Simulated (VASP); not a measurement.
# Ag (C2/c) in VASP: notebook

Ag is run at these levels: BLYP; tasks: single point.

All numbers are computed with VASP 6.6.1; they aren't measurements. Logs are shortened: lines on timing, memory, paths and dates and some standing lists are left out, and cuts for length are marked.

## (1) The cell of the first run

It takes space group C2/c (No. 15, monoclinic). Conventional cell: a = 2.875 Å, b = 9.273 Å, c = 2.919 Å, α = 90.00°, β = 90.69°, γ = 90.00°. Ag (site symmetry 2) has 10 Ag at 2.88 to 2.98 Å within 3.8 Å.

## (2) Single point, BLYP (19.45 Å³/atom)

Contents of INCAR:

```
PREC = Accurate
ENCUT = 520
EDIFF = 1E-6
ISMEAR = -1
SIGMA = 0.1
LREAL = F
LASPH = T
NELM = 80
ALGO = Normal
ISIF = 2
LWAVE = F
LCHARG = T
GGA = B5
ALDAX = 1.0
AGGAX = 1.0
AGGAC = 1.0
ALDAC = 0.0
LELF = T
LVHAR = T
NBANDS = 18
```

Contents of KPOINTS:

```
regular mesh
0
Gamma
  13 13 12
```

Contents of POSCAR:

```
Ag
1.0
   -3.0684662564      3.4883768939      1.4065265250
    3.4883768939     -3.0684662564      1.4065265250
    2.0142648402      2.0142648402     -0.6374594234
Ag
2
Direct
    0.0090746127      0.9909253873      1.0000000000
    0.7409253873      0.2590746127      0.5000000000
```

Potentials or basis: VASP PAW PBE potentials, release 64 (Ag).

The run is started by

```
> cat potpaw_PBE.64/Ag/POTCAR > POTCAR
> mpirun -np 1 vasp_std > vasp.out
```

OUTCAR:

```text
PREC = Accurate
   ENCUT = 520
   EDIFF = 1E-6
   ISMEAR = -1
   LREAL = F
   LASPH = T
   NELM = 80
   ISIF = 2
   GGA = B5

 ion  position               nearest neighbor table
   1  0.009  0.991  0.000-   2 2.88   2 2.88   2 2.96   2 2.96   2 2.98   2 2.98
   2  0.741  0.259  0.500-   1 2.88   1 2.88   1 2.96   1 2.96   1 2.98   1 2.98

  LATTYP: Found a base centered monoclinic cell.
 ALAT       =     2.8750508429
 B/A-ratio  =     3.2252565316
 C/A-ratio  =     1.0153054109
 COS(beta)  =    -0.0121043252

  Lattice vectors:

 A1 = (  -3.0684662564,   3.4883768939,   1.4065265250)
 A2 = (   3.4883768939,  -3.0684662564,   1.4065265250)
 A3 = (   2.0142648402,   2.0142648402,  -0.6374594234)

Analysis of symmetry for initial positions (statically):
=====================================================================
 Subroutine PRICEL returns:
 Original cell was already a primitive cell.

 Routine SETGRP: Setting up the symmetry group for a
 base centered monoclinic supercell.

 Subroutine GETGRP returns: Found  4 space group operations
 (whereof  2 operations were pure point group operations)
 out of a pool of  4 trial point group operations.

The static configuration has the point symmetry C_2 .
 The point group associated with its full space group is C_2h.

Analysis of symmetry for dynamics (positions and initial velocities):
=====================================================================
 Subroutine PRICEL returns:
 Original cell was already a primitive cell.

 Routine SETGRP: Setting up the symmetry group for a
 base centered monoclinic supercell.

 Subroutine GETGRP returns: Found  4 space group operations
 (whereof  2 operations were pure point group operations)
 out of a pool of  4 trial point group operations.

The dynamic configuration has the point symmetry C_2 .
 The point group associated with its full space group is C_2h.

 Subroutine INISYM returns: Found  4 space group operations
 (whereof  2 operations are pure point group operations),
 and found     1 'primitive' translations

----------------------------------------------------------------------------------------

                                     Primitive cell

  volume of cell :      38.9077

  direct lattice vectors                    reciprocal lattice vectors
    -3.068466256  3.488376894  1.406526525    -0.022542937  0.129969480  0.339449856
     3.488376894 -3.068466256  1.406526525     0.129969480 -0.022542937  0.339449856
     2.014264840  2.014264840 -0.637459423     0.237032001  0.237032001 -0.070764580

  length of vectors
     4.854129725  4.854129725  2.919054677     0.364179151  0.364179151  0.342601758

  position of ions in fractional coordinates (direct lattice)
     0.009074613  0.990925387  0.000000000
     0.740925387  0.259074613  0.500000000

  ion indices of the primitive-cell ions
   primitive index   ion index
                 1           1
                 2           2

----------------------------------------------------------------------------------------

 KPOINTS: regular mesh

Automatic generation of k-mesh.
 Grid dimensions read from file:
 generate k-points for:   13   13   12

 Generating k-lattice:

  Cartesian coordinates                     Fractional coordinates (reciprocal lattice)
    -0.001734072  0.009997652  0.026111527     0.076923077  0.000000000  0.000000000
     0.009997652 -0.001734072  0.026111527     0.000000000  0.076923077  0.000000000
     0.019752667  0.019752667 -0.005897048     0.000000000  0.000000000  0.083333333

  Length of vectors
     0.028013781  0.028013781  0.028550147

  Shift w.r.t. Gamma in fractional coordinates (k-lattice)
     0.000000000  0.000000000  0.000000000

 Subroutine IBZKPT returns following result:
 ===========================================

 Found    553 irreducible k-points:

 Following reciprocal coordinates:
            Coordinates               Weight
  0.000000  0.000000  0.000000      1.000000
  0.076923  0.000000  0.000000      4.000000
  0.153846 -0.000000  0.000000      4.000000
  0.230769 -0.000000  0.000000      4.000000
  0.307692 -0.000000  0.000000      4.000000
  0.384615  0.000000  0.000000      4.000000
[... 16 lines left out ...]
  0.384615  0.153846  0.000000      4.000000
  0.461538  0.153846  0.000000      4.000000
 [... further k-points ...]
   k-points           NKPTS =    553   k-points in BZ     NKDIM =    553   number of bands    NBANDS=     18
   number of dos      NEDOS =    301   number of ions     NIONS =      2
   total plane-waves  NPLWV =  31104
   dimension x,y,z NGX =    36 NGY =   36 NGZ =   24
   dimension x,y,z NGXF=    72 NGYF=   72 NGZF=   48
   ions per type =               2
   NGX,Y,Z   is equivalent  to a cutoff of  12.33, 12.33, 13.67 a.u.
   NGXF,Y,Z  is equivalent  to a cutoff of  24.66, 24.66, 27.34 a.u.
 SYSTEM =  unknown system
   PREC   = accura    normal or accurate (medium, high low for compatibility)
   ISTART =      0    job   : 0-new  1-cont  2-samecut
   ICHARG =      2    charge: 1-file 2-atom 10-const
   ISPIN  =      1    spin polarized calculation?
   LNONCOLLINEAR =      F non collinear calculations
   LSORBIT =      F    spin-orbit coupling
   LASPH  =      T    aspherical Exc in radial PAW
   ENCUT  =  520.0 eV  38.22 Ry    6.18 a.u.   9.03  9.03  5.43*2*pi/ulx,y,z
   NELM   =     80;   NELMIN=  2; NELMDL= -5     # of ELM steps
   EDIFF  = 0.1E-05   stopping-criterion for ELM
   LREAL  =      F    real-space projection
   EDIFFG = 0.1E-04   stopping-criterion for IOM
   NSW    =      0    number of steps for IOM
   IBRION =     -1    ionic relax: 0-MD 1-quasi-New 2-CG
   NFREE  =      0    steps in history (QN), initial steepest desc. (CG)
   ISIF   =      2    stress and relaxation
   ISYM   =      2    0-nonsym 1-usesym 2-fastsym
   POTIM  = 0.5000    time-step for ionic-motion
   TEBEG  =    0.0;   TEEND  =   0.0 temperature during run
   PSTRESS=    0.0 pullay stress
   NELECT =      22.0000    total number of electrons
   NUPDOWN=      -1.0000    fix difference up-down
   EMIN   =  10.00;   EMAX   =-10.00  energy-range for DOS
   EFERMI =   0.00;   METHOD = LEGACY
   ISMEAR =    -1;   SIGMA  =   0.10  broadening in eV -4-tet -1-fermi 0-gaus
   EFERMI_NEDOS =   21; number of points for ismear=-14 and -15
   IALGO  =     38    algorithm
   IMIX   =      4    mixing-type and parameters
     AMIX     =   0.40;   BMIX     =  1.00
     AMIX_MAG =   1.60;   BMIX_MAG =  1.00
  volume/ion in A,a.u.               =      19.45       131.28
  Fermi-wavevector in a.u.,A,eV,Ry     =   1.353746  2.558209 24.934416  1.832628
  Thomas-Fermi vector in A             =   2.480975
   LORBIT       =      0    0 simple, 1 ext, 2 COOP (PROOUT), +10 PAW based schemes
   GGA     = B5    functional components
   LHFCALC =     F    Hartree Fock is set to
   AEXX    =    0.0000 exact exchange contribution
   IVDW    =     0    specifies the selected vdW correction
   LEPSILON=     F    determine dielectric tensor
   LRPA    =     F    only Hartree local field effects (RPA)
 non-spin polarized calculation
  energy-cutoff  :      520.00
  volume of cell :       38.91
 maximum number of plane-waves:      1065
   NGX = 17   NGY = 17   NGZ = 11

 number of electron      22.0000000 magnetization

 Free energy of the ion-electron system (eV)
  ---------------------------------------------------
  ext. energy  EPLUGINS =         0.00000000
  ---------------------------------------------------
  free energy    TOTEN  =        -4.06595176 eV

  energy without entropy =       -4.04771583  energy(sigma->0) =       -4.05683379

 E-fermi :   7.2976     XC(G=0): -10.8353

 val. band max:        7.2974563663   @ k =  -0.4615   0.4615   0.5000
 cond. band min:       7.2992335218   @ k =   0.3077   0.2308   0.0000
 fundamental gap:      0.0017771556
 Fermi energy:         7.2975513298

 k-point     1 :       0.0000    0.0000    0.0000
  band No.  band energies     occupation
      1       0.4076      2.00000
      2       1.3610      2.00000
      3       1.7292      2.00000
      4       2.0501      2.00000
      5       2.6821      2.00000
      6       3.0467      2.00000
[... 10 lines left out ...]
     17      23.7913      0.00000
     18      24.3478      0.00000

 k-point     2 :       0.0769    0.0000    0.0000
  band No.  band energies     occupation
      1       0.5331      2.00000
      2       1.3912      2.00000
      3       1.8177      2.00000
      4       2.1266      2.00000
      5       2.7012      2.00000
      6       3.0451      2.00000
[... 10 lines left out ...]
     17      24.0094      0.00000
     18      24.3082      0.00000

 k-point     3 :       0.1538   -0.0000    0.0000
  band No.  band energies     occupation
      1       0.8715      2.00000
      2       1.4743      2.00000
      3       2.0603      2.00000
      4       2.3637      2.00000
      5       2.7533      2.00000
      6       3.0440      2.00000
[... 10 lines left out ...]
     17      24.1393      0.00000
     18      24.3883      0.00000

 k-point     4 :       0.2308   -0.0000    0.0000
  band No.  band energies     occupation
      1       1.2794      2.00000
      2       1.5915      2.00000
      3       2.3989      2.00000
      4       2.6274      2.00000
      5       2.8230      2.00000
      6       2.8826      2.00000
[... 375 lines left out ...]
      4       2.6968      2.00000
      5       2.8589      2.00000
      6       3.0290      2.00000
[... 10 lines left out ...]
     17      23.4356      0.00000
     18      23.7564      0.00000

 k-point    23 :       0.3846    0.1538    0.0000
  band No.  band energies     occupation
      1       1.5156      2.00000
      2       1.8545      2.00000
      3       2.3171      2.00000
      4       2.6753      2.00000
      5       2.8968      2.00000
      6       3.1286      2.00000
[... 10 lines left out ...]
     17      23.5129      0.00000
     18      24.2300      0.00000

 k-point    24 :       0.4615    0.1538    0.0000
  band No.  band energies     occupation
      1       1.5808      2.00000
      2       1.8211      2.00000
      3       2.2739      2.00000
      4       2.6815      2.00000
      5       2.9691      2.00000
      6       3.1510      2.00000
[... 10 lines left out ...]
     17      23.3466      0.00000
     18      23.7645      0.00000

 [... further k-points ...]

------------------------ aborting loop because EDIFF is reached ----------------------------------------

  FORCE on cell =-STRESS in cart. coord.  units (eV):
  Direction    XX          YY          ZZ          XY          YZ          ZX
  --------------------------------------------------------------------------------------
  -------------------------------------------------------------------------------------
  Total        0.7670902      0.7670902      0.6751070      0.0167303     -0.0133951     -0.0133950
  in kB       31.5879379     31.5879379     27.8001701      0.6889340     -0.5515940     -0.5515932
  external PRESSURE =      30.3253486 kB  Pullay stress =       0.0000000 kB

 VOLUME and BASIS-vectors are now :
 -----------------------------------------------------------------------------
  energy-cutoff  :      520.00
  volume of cell :       38.91
      direct lattice vectors                 reciprocal lattice vectors
    -3.068466256  3.488376894  1.406526525    -0.022542937  0.129969480  0.339449856
     3.488376894 -3.068466256  1.406526525     0.129969480 -0.022542937  0.339449856
     2.014264840  2.014264840 -0.637459423     0.237032001  0.237032001 -0.070764580

 POSITION                                       TOTAL-FORCE (eV/Angst)
 -----------------------------------------------------------------------------------
      3.42888     -3.00897      1.40653         0.025929     -0.025929      0.000000
     -0.36262      2.79680      1.08780        -0.025929      0.025929     -0.000000
 -----------------------------------------------------------------------------------
    total drift:                                0.000000      0.000000     -0.000000

  FREE ENERGIE OF THE ION-ELECTRON SYSTEM (eV)
  ---------------------------------------------------
  free  energy   TOTEN  =        -4.0659517563 eV

  energy  without entropy=       -4.0477158308  energy(sigma->0) =       -4.05683379
```

Run time: 2 min. Hardware: 1 thread of Intel Xeon 6975P-C (Granite Rapids), shared host; peak memory 0.43 GiB.

What came out:

```
Free energy            : -4.0660 eV
Pressure               : 3.0 GPa
Largest force          : 0.037 eV/Å
Band gap on the k mesh : zero (bands 11 and 12 overlap by 6.41 eV)
```

Forces in eV/Å, atoms in the order of the input:
```
Ag   0.026 -0.026  0.000
Ag  -0.026  0.026  0.000
```

Caveat: the cell stands under pressure; the PAW data sets were made with another functional, which shifts forces and pressure a little.

## (3) Single point, BLYP

This run uses another cell than the first one, of 20.26 Å³/atom.

Contents of INCAR:

```
SYSTEM = Ag
PREC     = Accurate       ! precision mode
ENCUT    = 520            ! plane-wave cutoff, eV
EDIFF    = 1E-6           ! SCF threshold, eV
ISMEAR   = -1             ! smearing method
SIGMA    = 0.1            ! smearing width, eV
LREAL    = .FALSE.        ! projectors in reciprocal space
LASPH    = .TRUE.         ! aspherical terms in the spheres
NELM     = 100            ! most SCF steps
ALGO     = Normal         ! electronic algorithm
ISIF     = 2              ! what is computed and relaxed
LWAVE    = .FALSE.        ! write WAVECAR
LCHARG   = .FALSE.        ! write CHGCAR
GGA      = B5             ! functional
ALDAX    = 1.0          
AGGAX    = 1.0          
AGGAC    = 1.0          
ALDAC    = 0.0          
ISYM     = 0            
NBANDS   = 18             ! bands
```

Contents of KPOINTS:

```
Automatic mesh
0
G
  13 13 9
  0 0 0
```

Contents of POSCAR:

```
Ag
1.0
   -3.1105052647      3.5361688176      1.4257964062
    3.5361688176     -3.1105052647      1.4257964062
    2.0418609384      2.0418609384     -0.6461928295
Ag
2
Direct
    0.0090746127      0.9909253873      1.0000000000
    0.7409253873      0.2590746127      0.5000000000
```

Potentials or basis: VASP PAW PBE potentials, release 64 (Ag).

The run is started by

```
> cat potpaw_PBE.64/Ag/POTCAR > POTCAR
> mpirun -np 1 vasp_std > vasp.out
```

It took 3.8 min on 1 thread of Intel Xeon 6975P-C (Granite Rapids), shared host; peak memory 0.55 GiB.

The run converged. Its results:

- Free energy: -4.0900 eV
- Pressure: 0.1 GPa
- Band gap on the k mesh: zero (bands 11 and 12 overlap by 6.10 eV)

Levels at points of the mesh, in eV from the Fermi level:
```tsv
k point	band 8	band 9	band 10	band 11	band 12	band 13	band 14	band 15
(0.00, 0.00, 0.00)	-3.46	-3.32	-3.15	-2.82	0.84	3.74	10.85	13.81
```

Caveat: the PAW data sets were made with another functional, which shifts forces and pressure a little.
